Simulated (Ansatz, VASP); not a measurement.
One calculation of SrO, two programs

File INCAR:

```
SYSTEM = SrO
  PREC = Accurate
  ENCUT = 520
  EDIFF = 1E-6
  ISMEAR = 0
  SIGMA = 0.01
  LREAL = .FALSE.
  LASPH = .TRUE.
  NELM = 150
  ALGO = Normal
  ISIF = 2
  LWAVE = .FALSE.
  LCHARG = .TRUE.
  LNONCOLLINEAR = .TRUE.
  MAGMOM = 0 0 0 0 0 0
  LORBIT = 11
  LSORBIT = .TRUE.
  GGA_COMPAT = .FALSE.
  LORBMOM = .TRUE.
  GGA = PS
  LVHAR = .TRUE.
  NBANDS = 28
```

The input KPOINTS:

```
Automatic mesh
0
G
  8 8 8
  0 0 0
```

POSCAR

```
SrO
1.0
    0.0000000000      2.5614439114      2.5614439114
    2.5614439114      0.0000000000      2.5614439114
    2.5614439114      2.5614439114      0.0000000000
Sr O
1 1
Direct
    0.5019520240      0.5019520240      0.5019520240
    0.0000000000      0.0000000000      0.0000000000
```

Input for Ansatz:

```yaml
crystal:
  lattice:
    - [0.0, 2.56144391138, 2.56144391138]
    - [2.56144391138, 0.0, 2.56144391138]
    - [2.56144391138, 2.56144391138, 0.0]
  atoms:
    - { symbol: Sr, position: [0.501952024004, 0.501952024004, 0.501952024004] }
    - { symbol: O, position: [0.0, 0.0, 0.0] }
kpoints:
  mp_grid: { grid: [8, 8, 8] }
scf:
  occupations: { method: fixed }
  convergence: { dr2_threshold: 1.0e-10 }
hamiltonian:
  xc: pbesol
  pseudopotentials: { kind: all_electron, lapw: { basis_error: 0.0005 } }
magnetization:
  noncollinear: true
  spin_orbit: true
output:
  forces: true
  stress: true
  eigenstates:
    kpoints:
      - [0.0, 0.0, 0.0]
      - [0.0, -0.5, -0.5]
      - [-0.5, 0.0, -0.5]
      - [-0.5, -0.5, 0.0]
      - [-0.5, 0.0, 0.0]
      - [0.0, -0.5, 0.0]
      - [0.0, 0.0, -0.5]
      - [-0.5, -0.5, -0.5]
  eigenvalues: true
```

Change from the starting cell: atom 1 moved by [0.01, 0.01, 0.01] A.

Alike in both runs: task single point; functional PBEsol; k mesh 8 × 8 × 8; non-collinear spin, spin-orbit coupling.

```csv
,VASP,Ansatz
version,VASP 6.6.1,Ansatz 0.2.0
potentials or method,"VASP PAW PBE potentials, release 64 (Sr_sv, O), cutoff 520 eV",all-electron LAPW
occupations,"gaussian, width 0.01 eV",fixed
```

```tsv
	VASP	Ansatz	Ansatz less VASP
pressure (GPa)	0.6	0.0	-0.62
rms of the force components (eV/Å)	0.022	0.021	-0.0015
net moment per atom (μB)	0.00	0.00	0.000
```

VASP's potentials were made for PBE, not for PBEsol. Atom by atom the forces differ by 0.001 eV/Å (rms over components). Ansatz ran all-electron here, and VASP with PAW potentials.
